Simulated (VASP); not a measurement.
TiB, 2 atoms in the cell. The structure is cubic, space group F-43m (No. 216). Conventional cell: a = 4.230 Å, b = 4.230 Å, c = 4.230 Å, α = 90.00°, β = 90.00°, γ = 90.00°. Within 2.4 Å of Ti (site symmetry -43m) lie 4 B at 1.83 Å. Within 2.4 Å of B (site symmetry -43m) lie 4 Ti at 1.83 Å.  This cell differs from its parent crystal: volume scaled by 1.02.

* Program: VASP 6.6.1
* Task: single point
* Functional: LDA
* Potentials or basis: VASP PAW LDA potentials, release 64 (Ti_sv, B)
* Cutoff: 520 eV
* k mesh: 13 × 13 × 13
* Occupations: fermi-dirac, width 0.05 eV
* Spin: no spin polarisation
* Dipole correction: no
* Further INCAR settings: ALGO = Normal; EDIFF = 1e-07; NBANDS = 14

Potentials or basis: VASP PAW LDA potentials, release 64 (Ti_sv, B).

The run is started by

```console
$ cat potpaw_LDA.64/Ti_sv/POTCAR potpaw_LDA.64/B/POTCAR > POTCAR
$ mpirun -np 1 vasp_std > vasp.out
```

Hardware: 1 thread of AMD EPYC 9R45 96-Core Processor (Zen 5), on a shared host.

Problem. Estimate the wall time of this run.

Solution. It took 14 s on 1 thread of AMD EPYC 9R45 96-Core Processor (Zen 5), with other jobs on the host, peak memory 0.11 GiB. Counts: scf iterations 15, k points 84.
